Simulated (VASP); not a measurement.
# Ce (Im-3m) in VASP: further runs, part 2 of 2

VASP 6.6.1. Earlier steps stand in the parts before.

## 5. Single point, PBE, collinear spin, ferromagnetic start (volume scaled by 0.96)

Contents of INCAR:

```
ALGO = Fast
EDIFF = 1E-7
ENCUT = 520
GGA = PE
ISIF = 2
ISMEAR = -1
ISPIN = 2
LASPH = True
LCHARG = False
LMAXMIX = 6
LORBIT = 11
LREAL = False
LWAVE = False
MAGMOM = 1
NBANDS = 16
NELM = 150
PREC = Accurate
SIGMA = 0.05
```

Contents of KPOINTS:

```
k-points
0
Gamma
  10 10 10
```

Contents of POSCAR:

```
Ce
1.0
   -1.9170345395      1.9170345395      1.9170345395
    1.9170345395     -1.9170345395      1.9170345395
    1.9170345395      1.9170345395     -1.9170345395
Ce
1
Direct
    0.0000000000      0.0000000000      0.0000000000
```

Potentials or basis: VASP PAW PBE potentials, release 64 (Ce).

Command:

```console
cat potpaw_PBE.64/Ce/POTCAR > POTCAR
mpirun -np 1 vasp_std > vasp.out
```

OUTCAR:

```text
EDIFF = 1E-7
   ENCUT = 520
   GGA = PE
   ISIF = 2
   ISMEAR = -1
   ISPIN = 2
   LASPH = True
   LORBIT = 11
   LREAL = False
   NELM = 150
   PREC = Accurate

 ion  position               nearest neighbor table
   1  0.000  0.000  0.000-

  LATTYP: Found a body centered cubic cell.
 ALAT       =     3.8340690790

  Lattice vectors:

 A1 = (  -1.9170345395,   1.9170345395,   1.9170345395)
 A2 = (   1.9170345395,  -1.9170345395,   1.9170345395)
 A3 = (   1.9170345395,   1.9170345395,  -1.9170345395)

Analysis of symmetry for initial positions (statically):
=====================================================================
 Subroutine PRICEL returns:
 Original cell was already a primitive cell.

 Routine SETGRP: Setting up the symmetry group for a
 body centered cubic supercell.

 Subroutine GETGRP returns: Found 48 space group operations
 (whereof 48 operations were pure point group operations)
 out of a pool of 48 trial point group operations.

The static configuration has the point symmetry O_h .

Analysis of symmetry for dynamics (positions and initial velocities):
=====================================================================
 Subroutine PRICEL returns:
 Original cell was already a primitive cell.

 Routine SETGRP: Setting up the symmetry group for a
 body centered cubic supercell.

 Subroutine GETGRP returns: Found 48 space group operations
 (whereof 48 operations were pure point group operations)
 out of a pool of 48 trial point group operations.

The dynamic configuration has the point symmetry O_h .

Analysis of structural, dynamic, and magnetic symmetry:
=====================================================================
 Subroutine PRICEL returns:
 Original cell was already a primitive cell.

 Routine SETGRP: Setting up the symmetry group for a
 body centered cubic supercell.

 Subroutine GETGRP returns: Found 48 space group operations
 (whereof 48 operations were pure point group operations)
 out of a pool of 48 trial point group operations.
[... 136 lines left out ...]
   NGX = 13   NGY = 13   NGZ = 13

 number of electron      12.0000000 magnetization       0.3716282

 Free energy of the ion-electron system (eV)
  ---------------------------------------------------
  ext. energy  EPLUGINS =         0.00000000
  ---------------------------------------------------
  free energy    TOTEN  =        -5.71127972 eV

  energy without entropy =       -5.67245016  energy(sigma->0) =       -5.69186494

 E-fermi :   8.6266     XC(G=0): -10.9845

 val. band max:        8.6257613075   @ k =  -0.4000  -0.4000   0.2000
 cond. band min:       8.6303587728   @ k =  -0.3000   0.3000   0.1000
 fundamental gap:      0.0045974653
 Fermi energy:         8.6266144983

 spin component 1

 k-point     1 :       0.0000    0.0000    0.0000
  band No.  band energies     occupation
      1     -26.0898      1.00000
      2      -7.4910      1.00000
      3      -7.4910      1.00000
      4      -7.4910      1.00000
      5       5.6381      1.00000
      6       8.6393      0.43672
[... 435 lines left out ...]
      5       7.2960      1.00000
      6       8.4448      0.97430
[... 8 lines left out ...]
     15      12.5384      0.00000
     16      14.1884      0.00000

 [... further k-points ...]

 spin component 2

 k-point     1 :       0.0000    0.0000    0.0000
  band No.  band energies     occupation
      1     -25.9419      1.00000
      2      -7.3609      1.00000
      3      -7.3609      1.00000
      4      -7.3609      1.00000
      5       5.7602      1.00000
      6       8.8698      0.00767
[... 435 lines left out ...]
      5       7.4177      1.00000
      6       8.6304      0.48129
[... 8 lines left out ...]
     15      12.6564      0.00000
     16      14.3116      0.00000

 [... further k-points ...]

------------------------ aborting loop because EDIFF is reached ----------------------------------------

  FORCE on cell =-STRESS in cart. coord.  units (eV):
  Direction    XX          YY          ZZ          XY          YZ          ZX
  --------------------------------------------------------------------------------------
  -------------------------------------------------------------------------------------
  Total       -0.1664537     -0.1664537     -0.1664537     -0.0000000      0.0000000     -0.0000000
  in kB       -9.4635515     -9.4635515     -9.4635515     -0.0000000      0.0000000     -0.0000000
  external PRESSURE =      -9.4635515 kB  Pullay stress =       0.0000000 kB

 VOLUME and BASIS-vectors are now :
 -----------------------------------------------------------------------------
  energy-cutoff  :      520.00
  volume of cell :       28.18
      direct lattice vectors                 reciprocal lattice vectors
    -1.917034539  1.917034539  1.917034539     0.000000000  0.260819505  0.260819505
     1.917034539 -1.917034539  1.917034539     0.260819505  0.000000000  0.260819505
     1.917034539  1.917034539 -1.917034539     0.260819505  0.260819505  0.000000000

 POSITION                                       TOTAL-FORCE (eV/Angst)
 -----------------------------------------------------------------------------------
      0.00000      0.00000      0.00000        -0.000000      0.000000     -0.000000
 -----------------------------------------------------------------------------------
    total drift:                                0.000000      0.000000      0.000000

  FREE ENERGIE OF THE ION-ELECTRON SYSTEM (eV)
  ---------------------------------------------------
  free  energy   TOTEN  =        -5.7112797209 eV

  energy  without entropy=       -5.6724501564  energy(sigma->0) =       -5.69186494

 total charge

# of ion       s       p       d       f       tot
--------------------------------------------------
    1        2.086   5.573   1.212   0.980   9.852

 magnetization (x)

# of ion       s       p       d       f       tot
--------------------------------------------------
    1        0.002   0.002   0.037   0.271   0.312
```

Run time: 2.3 min. Hardware: 1 thread of AMD EPYC 7R13 (Zen 3), shared host; peak memory 0.18 GiB.

What came out:

| Quantity | Value |
| --- | --- |
| Free energy | -5.7113 eV |
| Pressure | -0.9 GPa |
| Net moment | 0.37 μB per cell |
| Site moments | Ce +0.31 μB |
| Valence electrons inside the program's atomic spheres | Ce 9.85 |

Levels at points of the mesh, in eV from the Fermi level:
Spin up:
```tsv
k point	band 4	band 5	band 6	band 7	band 8	band 9
(0.00, 0.00, 0.00)	-16.12	-2.99	0.01	0.01	0.01	0.86
(0.50, 0.00, 0.00)	-16.17	-2.16	-0.41	0.08	0.30	0.47
(0.50, 0.50, 0.50)	-17.72	-2.57	-2.57	0.22	0.48	0.48
```
Spin down:
```csv
k point,band 2,band 3,band 4,band 5,band 6,band 7,band 8,band 9,band 10,band 11
"(0.00, 0.00, 0.00)",-15.99,-15.99,-15.99,-2.87,0.24,0.24,0.24,1.01,1.01,1.01
"(0.50, 0.00, 0.00)",-18.40,-16.73,-16.04,-2.05,-0.29,0.28,0.47,0.61,0.89,0.98
"(0.50, 0.50, 0.50)",-17.59,-17.59,-17.59,-2.47,-2.47,0.36,0.63,0.63,0.63,1.10
```

Caveat: the magnetic or orbital state may not be the lowest; spin-orbit coupling is left out, which moves the levels of the heavy elements. The state reached can hang on the start; a lower one may exist.

## 6. Single point, PBE, collinear spin, ferromagnetic start (volume scaled by 1.02)

Contents of INCAR:

```
SYSTEM = Ce
PREC = Accurate
ENCUT = 520
EDIFF = 1E-6
ISMEAR = -1
SIGMA = 0.05
LREAL = .False.
LASPH = .True.
NELM = 150
ALGO = Normal
ISIF = 2
LWAVE = .False.
LCHARG = .False.
ISPIN = 2
MAGMOM = 1
LORBIT = 11
LMAXMIX = 6
GGA = PE
NBANDS = 16
```

Contents of KPOINTS:

```
Automatic mesh
0
Gamma
  10 10 10
  0 0 0
```

Contents of POSCAR:

```
Ce
1.0
   -1.9561684522      1.9561684522      1.9561684522
    1.9561684522     -1.9561684522      1.9561684522
    1.9561684522      1.9561684522     -1.9561684522
Ce
1
Direct
    0.0000000000      0.0000000000      0.0000000000
```

Potentials or basis: VASP PAW PBE potentials, release 64 (Ce).

Command:

```console
cat potpaw_PBE.64/Ce/POTCAR > POTCAR
mpirun -np 1 vasp_std > vasp.out
```

Run time: 81 s. Hardware: 1 thread of AMD EPYC 7R13 (Zen 3), shared host; peak memory 0.18 GiB.

It converged, with:

- Free energy: -5.7042 eV
- Pressure: -0.8 GPa
- Net moment: 1.18 μB per cell
- Site moments: Ce +0.91 μB
- Valence electrons inside the program's atomic spheres: Ce 9.79

Levels at points of the mesh, in eV from the Fermi level:
Spin up:
```csv
k point,band 3,band 4,band 5,band 6,band 7,band 8,band 9,band 10
"(0.00, 0.00, 0.00)",-16.47,-16.47,-3.36,-0.10,-0.10,-0.10,0.75,0.75
"(0.50, 0.00, 0.00)",-17.11,-16.50,-2.28,-0.56,-0.02,0.21,0.39,0.48
"(0.50, 0.50, 0.50)",-17.86,-17.86,-2.54,-2.54,0.17,0.40,0.40,0.40
```
Spin down:
```tsv
k point	band 2	band 3	band 4	band 5	band 6	band 7	band 8	band 9
(0.00, 0.00, 0.00)	-16.06	-16.06	-16.06	-2.88	0.53	0.53	0.53	1.15
(0.50, 0.00, 0.00)	-18.13	-16.70	-16.11	-1.83	-0.06	0.53	0.67	0.79
(0.50, 0.50, 0.50)	-17.44	-17.44	-17.44	-2.18	-2.18	0.58	0.79	0.79
```

Caveat: the magnetic or orbital state may not be the lowest; spin-orbit coupling is left out, which moves the levels of the heavy elements. The state reached can hang on the start; a lower one may exist.

## 7. Single point, PBE, collinear spin, ferromagnetic start (volume scaled by 1.06)

Contents of INCAR:

```
SYSTEM = Ce
PREC     = Accurate       ! precision mode
ENCUT    = 520            ! plane-wave cutoff, eV
EDIFF    = 1E-7           ! SCF threshold, eV
ISMEAR   = -1             ! smearing method
SIGMA    = 0.05           ! smearing width, eV
LREAL    = .False.        ! projectors in reciprocal space
LASPH    = .True.         ! aspherical terms in the spheres
NELM     = 150            ! most SCF steps
ALGO     = Fast           ! electronic algorithm
ISIF     = 2              ! what is computed and relaxed
LWAVE    = .False.        ! write WAVECAR
LCHARG   = .True.         ! write CHGCAR
ISPIN    = 2              ! spin polarisation
MAGMOM   = 1              ! initial moments
LORBIT   = 11             ! projections on sites
LMAXMIX  = 6              ! l up to which the mixer works
GGA      = PE             ! functional
LELF     = .True.         ! ELF
LVHAR    = .True.       
NBANDS   = 16             ! bands
```

KPOINTS is that of step 6.

Contents of POSCAR:

```
Ce
1.0
   -1.9814121197      1.9814121197      1.9814121197
    1.9814121197     -1.9814121197      1.9814121197
    1.9814121197      1.9814121197     -1.9814121197
Ce
1
Direct
    0.0000000000      0.0000000000      0.0000000000
```

Command:

```console
cat potpaw_PBE.64/Ce/POTCAR > POTCAR
mpirun -np 1 vasp_std > vasp.out
```

Run time: 2.5 min. Hardware: 1 thread of AMD EPYC 7R13 (Zen 3), shared host; peak memory 0.18 GiB.

The run converged. Its results:

```yaml
Free_energy: -5.6977 eV
Pressure: -1.3 GPa
Net_moment: 1.39 μB per cell
Site_moments: Ce +1.05 μB
Valence_electrons_inside_the_program's_atomic_spheres: Ce 9.76
```

Levels at points of the mesh, in eV from the Fermi level:
Spin up:
| k point | band 3 | band 4 | band 5 | band 6 | band 7 | band 8 | band 9 | band 10 | band 11 | band 12 |
| --- | --- | --- | --- | --- | --- | --- | --- | --- | --- | --- |
| (0.00, 0.00, 0.00) | -16.62 | -16.62 | -3.49 | -0.11 | -0.11 | -0.11 | 0.72 | 0.72 | 0.72 | 0.93 |
| (0.50, 0.00, 0.00) | -17.21 | -16.65 | -2.28 | -0.57 | -0.03 | 0.19 | 0.37 | 0.43 | 0.55 | 0.63 |
| (0.50, 0.50, 0.50) | -17.89 | -17.89 | -2.46 | -2.46 | 0.17 | 0.37 | 0.37 | 0.37 | 0.60 | 0.60 |
Spin down:
```
           k point  band 1  band 2  band 3  band 4  band 5  band 6  band 7  band 8  band 9  band 10
(0.00, 0.00, 0.00)  -34.37  -16.15  -16.15  -16.15   -2.90    0.61    0.61    0.61    1.16     1.16
(0.50, 0.00, 0.00)  -34.05  -18.02  -16.73  -16.19   -1.73    0.04    0.60    0.71    0.83     1.17
(0.50, 0.50, 0.50)  -33.84  -17.39  -17.39  -17.39   -2.03   -2.03    0.64    0.82    0.82     0.82
```

Caveat: the magnetic or orbital state may not be the lowest; spin-orbit coupling is left out, which moves the levels of the heavy elements. The state reached can hang on the start; a lower one may exist.

## 8. The runs side by side

| spin | cell | gap on the mesh (eV) | pressure (GPa) | moment (μB) |
| --- | --- | --- | --- | --- |
| off | a = 3.366 Å, angles 109.5°, 1 atom | none | -2.1 | - |
| collinear, ferromagnetic start | a = 3.366 Å, angles 109.5°, 1 atom | none | -0.8 | 1.00 |
| collinear, ferromagnetic start | a = 3.320 Å, angles 109.5°, 1 atom | none | -0.9 | 0.37 |
| collinear, ferromagnetic start | a = 3.388 Å, angles 109.5°, 1 atom | none | -0.8 | 1.18 |
| collinear, ferromagnetic start | a = 3.432 Å, angles 109.5°, 1 atom | none | -1.3 | 1.39 |

Alike in all rows: task single point; level PBE; potentials or basis VASP PAW PBE potentials, release 64 (Ce); k mesh 10 × 10 × 10; cutoff (eV) 520; smearing fermi-dirac 0.05 eV.

Caveats: spin-orbit coupling is left out, which moves the levels of the heavy elements; the magnetic or orbital state may not be the lowest (some runs).

Total energies depend on the potentials used, so only differences within one code and one set of settings carry meaning.
